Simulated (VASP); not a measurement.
Input of a VASP 6.6.1 run:

File POSCAR.step1:

```
Bi2Se3
1.0
    2.0073914424      1.1589679896      9.2499253915
   -2.0073914424      1.1589679896      9.2499253915
    0.0000000000     -2.3179359794      9.2499253915
Bi Se
2 3
Direct
    0.5992000000      0.5992000000      0.5992000000
    0.4008000000      0.4008000000      0.4008000000
    0.7883000000      0.7883000000      0.7883000000
    0.2117000000      0.2117000000      0.2117000000
    0.0000000000      0.0000000000      0.0000000000
```

File POSCAR.step2:

```
Bi2Se3
1.0
    2.0292126242      1.1715664548      9.3504759364
   -2.0292126242      1.1715664548      9.3504759364
    0.0000000000     -2.3431329097      9.3504759364
Bi Se
2 3
Direct
    0.5992000000      0.5992000000      0.5992000000
    0.4008000000      0.4008000000      0.4008000000
    0.7883000000      0.7883000000      0.7883000000
    0.2117000000      0.2117000000      0.2117000000
    0.0000000000      0.0000000000      0.0000000000
```

File POSCAR.step3:

```
Bi2Se3
1.0
    2.0505743269      1.1838996396      9.4489092324
   -2.0505743269      1.1838996396      9.4489092324
    0.0000000000     -2.3677992793      9.4489092324
Bi Se
2 3
Direct
    0.5992000000      0.5992000000      0.5992000000
    0.4008000000      0.4008000000      0.4008000000
    0.7883000000      0.7883000000      0.7883000000
    0.2117000000      0.2117000000      0.2117000000
    0.0000000000      0.0000000000      0.0000000000
```

Contents of POSCAR.step4:

```
Bi2Se3
1.0
    2.0715000000      1.1959810826      9.5453333333
   -2.0715000000      1.1959810826      9.5453333333
    0.0000000000     -2.3919621653      9.5453333333
Bi Se
2 3
Direct
    0.5992000000      0.5992000000      0.5992000000
    0.4008000000      0.4008000000      0.4008000000
    0.7883000000      0.7883000000      0.7883000000
    0.2117000000      0.2117000000      0.2117000000
    0.0000000000      0.0000000000      0.0000000000
```

File POSCAR.step5:

```
Bi2Se3
1.0
    2.0920112349      1.2078232496      9.6398477309
   -2.0920112349      1.2078232496      9.6398477309
    0.0000000000     -2.4156464993      9.6398477309
Bi Se
2 3
Direct
    0.5992000000      0.5992000000      0.5992000000
    0.4008000000      0.4008000000      0.4008000000
    0.7883000000      0.7883000000      0.7883000000
    0.2117000000      0.2117000000      0.2117000000
    0.0000000000      0.0000000000      0.0000000000
```

File POSCAR.step6:

```
Bi2Se3
1.0
    2.1121279616      1.2194376472      9.7325442609
   -2.1121279616      1.2194376472      9.7325442609
    0.0000000000     -2.4388752945      9.7325442609
Bi Se
2 3
Direct
    0.5992000000      0.5992000000      0.5992000000
    0.4008000000      0.4008000000      0.4008000000
    0.7883000000      0.7883000000      0.7883000000
    0.2117000000      0.2117000000      0.2117000000
    0.0000000000      0.0000000000      0.0000000000
```

File POSCAR.step7:

```
Bi2Se3
1.0
    2.1318686195      1.2308349213      9.8235078909
   -2.1318686195      1.2308349213      9.8235078909
    0.0000000000     -2.4616698427      9.8235078909
Bi Se
2 3
Direct
    0.5992000000      0.5992000000      0.5992000000
    0.4008000000      0.4008000000      0.4008000000
    0.7883000000      0.7883000000      0.7883000000
    0.2117000000      0.2117000000      0.2117000000
    0.0000000000      0.0000000000      0.0000000000
```

INCAR

```
ALGO = Normal ; EDIFF = 1E-7
EFERMI = MIDGAP ; ENCUT = 640
GGA = PE ; GGA_COMPAT = False
ISIF = 2 ; ISMEAR = 0
IVDW = 2 ; KPAR = 8
LASPH = True ; LCHARG = False
LREAL = False ; LWAVE = False
NELM = 120 ; NSW = 0
PREC = Accurate ; SIGMA = 0.03
```

File KPOINTS:

```
Automatic mesh
0
Gamma
  10 10 10
  0 0 0
```

Potentials or basis: VASP PAW PBE potentials, release 64 (Bi_d, Se).

Run with:

```console
$ cat potpaw_PBE.64/Bi_d/POTCAR potpaw_PBE.64/Se/POTCAR > POTCAR
$ cp POSCAR.step1 POSCAR
$ mpirun -np 8 vasp_std > vasp.out
$ cp POSCAR.step2 POSCAR
$ mpirun -np 8 vasp_std > vasp.out
$ cp POSCAR.step3 POSCAR
$ mpirun -np 8 vasp_std > vasp.out
$ cp POSCAR.step4 POSCAR
$ mpirun -np 8 vasp_std > vasp.out
$ cp POSCAR.step5 POSCAR
$ mpirun -np 8 vasp_std > vasp.out
$ cp POSCAR.step6 POSCAR
$ mpirun -np 8 vasp_std > vasp.out
$ cp POSCAR.step7 POSCAR
$ mpirun -np 8 vasp_std > vasp.out
```

Q: What does it give for the equilibrium volume?

A: 29.14 Å³/atom.

Q: What does it give for the pressure derivative of the bulk modulus?

A: 4.3.

Energy against volume, from the lowest point:
| volume (Å³/atom) | energy (meV/atom) |
| --- | --- |
| 25.824 | 88.59 |
| 26.675 | 46.16 |
| 27.527 | 18.65 |
| 28.378 | 3.87 |
| 29.229 | 0.00 |
| 30.081 | 5.44 |
| 30.932 | 18.82 |

Caveat: the cell was scaled at fixed shape and fractional positions, which overstates the stiffness of a crystal with free parameters, most of all of layers and chains; spin-orbit coupling is left out, which moves the levels of the heavy elements.
